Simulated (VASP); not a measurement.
# SnO in VASP: single point with PBE+D3(BJ)

Aim: the single point of SnO with PBE+D3(BJ).

Program: VASP 6.6.1. These are calculated values, not measurements. Logs are shortened: lines on timing, memory, paths and dates and some standing lists are left out, and cuts for length are marked.

## (1) The cell of the first run

The cell holds a slab with vacuum, 8 atoms: a = 3.820 Å, b = 3.820 Å, c = 22.226 Å, α = 90.00°, β = 90.00°, γ = 90.00°.

## (2) Single point, PBE+D3(BJ) (layers slid over each other)

The input, INCAR:

```
  ALGO = Normal
  DIPOL = 0.5 0.5 0.403
  EDIFF = 1E-6
  ENCUT = 520
  GGA = PE
  IDIPOL = 3
  ISIF = 2
  ISMEAR = 0
  IVDW = 12
  LASPH = True
  LCHARG = False
  LDIPOL = True
  LREAL = False
  LWAVE = False
  NBANDS = 50
  NELM = 100
  PREC = Accurate
  SIGMA = 0.05
```

The input, KPOINTS:

```
k-points
0
Gamma
  7 7 1
```

The input, POSCAR:

```
SnO
1.0
    3.8201527579      0.0002954580      0.0000000000
   -0.0003145460      3.8201527564      0.0000000000
    0.0000000000      0.0000000000     22.2260749779
Sn O
4 4
Direct
    0.9999453016      0.9999453016      0.2024648978
    0.4999453016      0.4999453016      0.3087831520
    0.7499453016      0.8749453016      0.4977503900
    0.2499453016      0.3749453016      0.6040686442
    0.9999461181      0.4999461181      0.2556240249
    0.4999461181      0.9999461181      0.2556240249
    0.7499461181      0.3749461181      0.5509095171
    0.2499461181      0.8749461181      0.5509095171
```

Potentials or basis: VASP PAW PBE potentials, release 64 (Sn_d, O).

Run with:

```
$ cat potpaw_PBE.64/Sn_d/POTCAR potpaw_PBE.64/O/POTCAR > POTCAR
$ mpirun -np 1 vasp_std > vasp.out
```

OUTCAR:

```text
EDIFF = 1E-6
   ENCUT = 520
   GGA = PE
   ISIF = 2
   ISMEAR = 0
   IVDW = 12
   LASPH = True
   LREAL = False
   NELM = 100
   PREC = Accurate
 IVDW          = 12

 ion  position               nearest neighbor table
   1  1.000  1.000  0.202-   6 2.25   5 2.25   6 2.25   5 2.25   2 3.59   2 3.59   2 3.59   2 3.59

   2  0.500  0.500  0.309-   5 2.25   6 2.25   5 2.25   6 2.25   1 3.59   1 3.59   1 3.59   1 3.59

   3  0.750  0.875  0.498-   8 2.25   7 2.25   8 2.25   7 2.25   4 3.59   4 3.59   4 3.59   4 3.59

   4  0.250  0.375  0.604-   7 2.25   8 2.25   7 2.25   8 2.25   3 3.59   3 3.59   3 3.59   3 3.59

   5  1.000  0.500  0.256-   2 2.25   1 2.25   2 2.25   1 2.25
   6  0.500  1.000  0.256-   1 2.25   2 2.25   1 2.25   2 2.25
   7  0.750  0.375  0.551-   4 2.25   3 2.25   4 2.25   3 2.25
   8  0.250  0.875  0.551-   3 2.25   4 2.25   3 2.25   4 2.25

  LATTYP: Found a simple tetragonal cell.
 ALAT       =     3.8201527693
 C/A-ratio  =     5.8181115573

  Lattice vectors:

 A1 = (   3.8201527579,   0.0002954580,   0.0000000000)
 A2 = (  -0.0003145460,   3.8201527564,   0.0000000000)
 A3 = (   0.0000000000,   0.0000000000,  22.2260749779)

Analysis of symmetry for initial positions (statically):
=====================================================================
 Subroutine PRICEL returns:
 Original cell was already a primitive cell.

 Routine SETGRP: Setting up the symmetry group for a
 simple tetragonal supercell.

 Subroutine GETGRP returns: Found  2 space group operations
 (whereof  1 operations were pure point group operations)
 out of a pool of 16 trial point group operations.

The static configuration has the point symmetry C_1 .
 The point group associated with its full space group is S_2 .

Analysis of symmetry for dynamics (positions and initial velocities):
=====================================================================
 Subroutine PRICEL returns:
 Original cell was already a primitive cell.

 Routine SETGRP: Setting up the symmetry group for a
 simple tetragonal supercell.

 Subroutine GETGRP returns: Found  2 space group operations
 (whereof  1 operations were pure point group operations)
 out of a pool of 16 trial point group operations.

The dynamic configuration has the point symmetry C_1 .
 The point group associated with its full space group is S_2 .

 Subroutine INISYM returns: Found  2 space group operations
 (whereof  1 operations are pure point group operations),
 and found     1 'primitive' translations

----------------------------------------------------------------------------------------

                                     Primitive cell

  volume of cell :     324.3577

  direct lattice vectors                    reciprocal lattice vectors
     3.820152758  0.000295458  0.000000000     0.261769635  0.000021554  0.000000000
    -0.000314546  3.820152756  0.000000000    -0.000020246  0.261769635  0.000000000
     0.000000000  0.000000000 22.226074978     0.000000000  0.000000000  0.044992200

  length of vectors
     3.820152769  3.820152769 22.226074978     0.261769636  0.261769636  0.044992200

  position of ions in fractional coordinates (direct lattice)
     0.999945302  0.999945302  0.202464898
     0.499945302  0.499945302  0.308783152
     0.749945302  0.874945302  0.497750390
     0.249945302  0.374945302  0.604068644
     0.999946118  0.499946118  0.255624025
     0.499946118  0.999946118  0.255624025
     0.749946118  0.374946118  0.550909517
     0.249946118  0.874946118  0.550909517

  ion indices of the primitive-cell ions
   primitive index   ion index
                 1           1
                 2           2
                 3           3
                 4           4
                 5           5
                 6           6
                 7           7
                 8           8

----------------------------------------------------------------------------------------

 KPOINTS: k-points

Automatic generation of k-mesh.
 Grid dimensions read from file:
 generate k-points for:    7    7    1

 Generating k-lattice:

  Cartesian coordinates                     Fractional coordinates (reciprocal lattice)
     0.037395662  0.000003079  0.000000000     0.142857143  0.000000000  0.000000000
    -0.000002892  0.037395662  0.000000000     0.000000000  0.142857143  0.000000000
     0.000000000  0.000000000  0.044992200     0.000000000  0.000000000  1.000000000

  Length of vectors
     0.037395662  0.037395662  0.044992200

  Shift w.r.t. Gamma in fractional coordinates (k-lattice)
     0.000000000  0.000000000  0.000000000

 Subroutine IBZKPT returns following result:
 ===========================================

 Found     25 irreducible k-points:

 Following reciprocal coordinates:
            Coordinates               Weight
  0.000000  0.000000  0.000000      1.000000
  0.142857 -0.000000  0.000000      2.000000
  0.000000  0.142857  0.000000      2.000000
  0.285714 -0.000000  0.000000      2.000000
 -0.000000  0.285714  0.000000      2.000000
  0.428571 -0.000000  0.000000      2.000000
[... 16 lines left out ...]
  0.285714  0.428571  0.000000      2.000000
  0.428571  0.428571  0.000000      2.000000
   k-points           NKPTS =     25   k-points in BZ     NKDIM =     25   number of bands    NBANDS=     50
   number of dos      NEDOS =    301   number of ions     NIONS =      8
   total plane-waves  NPLWV = 131712
   dimension x,y,z NGX =    28 NGY =   28 NGZ =  168
   dimension x,y,z NGXF=    56 NGYF=   56 NGZF=  336
   ions per type =               4   4
   NGX,Y,Z   is equivalent  to a cutoff of  12.19, 12.19, 12.57 a.u.
   NGXF,Y,Z  is equivalent  to a cutoff of  24.37, 24.37, 25.13 a.u.
 SYSTEM =  unknown system
   PREC   = accura    normal or accurate (medium, high low for compatibility)
   ISTART =      0    job   : 0-new  1-cont  2-samecut
   ICHARG =      2    charge: 1-file 2-atom 10-const
   ISPIN  =      1    spin polarized calculation?
   LNONCOLLINEAR =      F non collinear calculations
   LSORBIT =      F    spin-orbit coupling
   LASPH  =      T    aspherical Exc in radial PAW
   ENCUT  =  520.0 eV  38.22 Ry    6.18 a.u.   7.10  7.10 41.33*2*pi/ulx,y,z
   NELM   =    100;   NELMIN=  2; NELMDL= -5     # of ELM steps
   EDIFF  = 0.1E-05   stopping-criterion for ELM
   LREAL  =      F    real-space projection
   EDIFFG = 0.1E-04   stopping-criterion for IOM
   NSW    =      0    number of steps for IOM
   IBRION =     -1    ionic relax: 0-MD 1-quasi-New 2-CG
   NFREE  =      0    steps in history (QN), initial steepest desc. (CG)
   ISIF   =      2    stress and relaxation
   ISYM   =      2    0-nonsym 1-usesym 2-fastsym
   POTIM  = 0.5000    time-step for ionic-motion
   TEBEG  =    0.0;   TEEND  =   0.0 temperature during run
   PSTRESS=    0.0 pullay stress
   NELECT =      80.0000    total number of electrons
   NUPDOWN=      -1.0000    fix difference up-down
   EMIN   =  10.00;   EMAX   =-10.00  energy-range for DOS
   EFERMI =   0.00;   METHOD = LEGACY
   ISMEAR =     0;   SIGMA  =   0.05  broadening in eV -4-tet -1-fermi 0-gaus
   EFERMI_NEDOS =   21; number of points for ismear=-14 and -15
   IALGO  =     38    algorithm
   IMIX   =      4    mixing-type and parameters
     AMIX     =   0.40;   BMIX     =  1.00
     AMIX_MAG =   1.60;   BMIX_MAG =  1.00
  volume/ion in A,a.u.               =      40.54       273.61
  Fermi-wavevector in a.u.,A,eV,Ry     =   1.026668  1.940121 14.341186  1.054047
  Thomas-Fermi vector in A             =   2.160573
   LORBIT       =      0    0 simple, 1 ext, 2 COOP (PROOUT), +10 PAW based schemes
   GGA     = PE    functional components
   LHFCALC =     F    Hartree Fock is set to
   AEXX    =    0.0000 exact exchange contribution
   IVDW    =    12    specifies the selected vdW correction
   LEPSILON=     F    determine dielectric tensor
   LRPA    =     F    only Hartree local field effects (RPA)
 non-spin polarized calculation
 Gauss-broadening in eV      SIGMA  =   0.05
  energy-cutoff  :      520.00
  volume of cell :      324.36
 maximum number of plane-waves:      8769
   NGX = 15   NGY = 15   NGZ = 83

 dipolmoment           0.000000      0.000000      0.000040 electrons x Angstroem

 number of electron      79.9999970 magnetization

 dipolmoment           0.000000      0.000000     -0.000014 electrons x Angstroem

 Free energy of the ion-electron system (eV)
  ---------------------------------------------------
  ext. energy  EPLUGINS =         0.00000000
  ---------------------------------------------------
  free energy    TOTEN  =       -45.17975005 eV

  energy without entropy =      -45.17975005  energy(sigma->0) =      -45.17975005

 E-fermi :   0.0406     XC(G=0):  -5.3317

 val. band max:       -0.2211368857   @ k =  -0.1429   0.1429   0.0000
 cond. band min:       2.3304608934   @ k =   0.0000   0.0000   0.0000
 fundamental gap:      2.5515977791
 Fermi energy:         0.0406001477

 k-point     1 :       0.0000    0.0000    0.0000
  band No.  band energies     occupation
      1     -21.0577      2.00000
      2     -21.0576      2.00000
      3     -20.6971      2.00000
      4     -20.6970      2.00000
      5     -20.6592      2.00000
      6     -20.6591      2.00000
[... 42 lines left out ...]
     49       5.1802      0.00000
     50       5.2112      0.00000

 k-point     2 :       0.1429   -0.0000    0.0000
  band No.  band energies     occupation
      1     -21.0487      2.00000
      2     -21.0486      2.00000
      3     -20.6977      2.00000
      4     -20.6976      2.00000
      5     -20.6610      2.00000
      6     -20.6607      2.00000
[... 1158 lines left out ...]
 k-point    24 :       0.4286    0.4286    0.0000
  band No.  band energies     occupation
      1     -20.9985      2.00000
      2     -20.9982      2.00000
      3     -20.9845      2.00000
      4     -20.9842      2.00000
      5     -20.6638      2.00000
      6     -20.6637      2.00000
[... 42 lines left out ...]
     49       5.9806      0.00000
     50       6.3537      0.00000

 [... further k-points ...]

------------------------ aborting loop because EDIFF is reached ----------------------------------------

 vacuum level on the upper side and lower side of the slab       (xc-potential included)        -0.255        -0.255

 Edisp (eV)   -1.23857

 E8    (eV) :    -0.5478

  FORCE on cell =-STRESS in cart. coord.  units (eV):
  Direction    XX          YY          ZZ          XY          YZ          ZX
  --------------------------------------------------------------------------------------
  -------------------------------------------------------------------------------------
  Total       0.15297     0.17841    -0.20853     0.01833     0.12981     0.14518
  in kB       0.75559     0.88126    -1.03005     0.09054     0.64121     0.71710
  external pressure =        0.20 kB  Pullay stress =        0.00 kB

 VOLUME and BASIS-vectors are now :
 -----------------------------------------------------------------------------
  energy-cutoff  :      520.00
  volume of cell :      324.36
      direct lattice vectors                 reciprocal lattice vectors
     3.820152758  0.000295458  0.000000000     0.261769635  0.000021554  0.000000000
    -0.000314546  3.820152756  0.000000000    -0.000020246  0.261769635  0.000000000
     0.000000000  0.000000000 22.226074978     0.000000000  0.000000000  0.044992200

 POSITION                                       TOTAL-FORCE (eV/Angst)
 -----------------------------------------------------------------------------------
      3.81963      3.82024      4.50000        -0.002847     -0.002518     -0.080605
      1.90971      1.91002      6.86304        -0.011809     -0.012442      0.154600
      2.86463      3.34265     11.06304         0.011809      0.012442     -0.154600
      0.95471      1.43242     13.42607         0.002847      0.002518      0.080605
      3.81979      1.91017      5.68152        -0.016357      0.004999      0.009244
      1.90956      3.82009      5.68152         0.005758     -0.013370      0.009000
      2.86479      1.43257     12.24456        -0.005758      0.013370     -0.009000
      0.95456      3.34250     12.24456         0.016357     -0.004999     -0.009244
 -----------------------------------------------------------------------------------
    total drift:                               -0.013970     -0.013972     -0.000604

  FREE ENERGIE OF THE ION-ELECTRON SYSTEM (eV)
  ---------------------------------------------------
  free  energy   TOTEN  =       -46.4183190633 eV

  energy  without entropy=      -46.4183190633  energy(sigma->0) =      -46.41831906

 vacuum level on the upper side and lower side of the slab         4.755         4.758
```

Run time: 5.7 min. Hardware: 1 thread of AMD EPYC 9R45 (Zen 5), shared host; peak memory 0.5 GiB.

What came out:

- Free energy: -46.4183 eV
- Largest force: 0.156 eV/Å
- Band gap on the k mesh: 2.55 eV (least direct gap 2.58 eV)
- Dispersion energy per atom: -0.155 eV

Forces on the atoms (eV/Å):
```
Sn  -0.003 -0.003 -0.081
Sn  -0.012 -0.012  0.155
Sn   0.012  0.012 -0.155
Sn   0.003  0.003  0.081
O   -0.016  0.005  0.009
O    0.006 -0.013  0.009
O   -0.006  0.013 -0.009
O    0.016 -0.005 -0.009
```

Caveat: the cell differs from its parent crystal (layers slid over each other); spin-orbit coupling is left out, which moves the levels of the heavy elements.
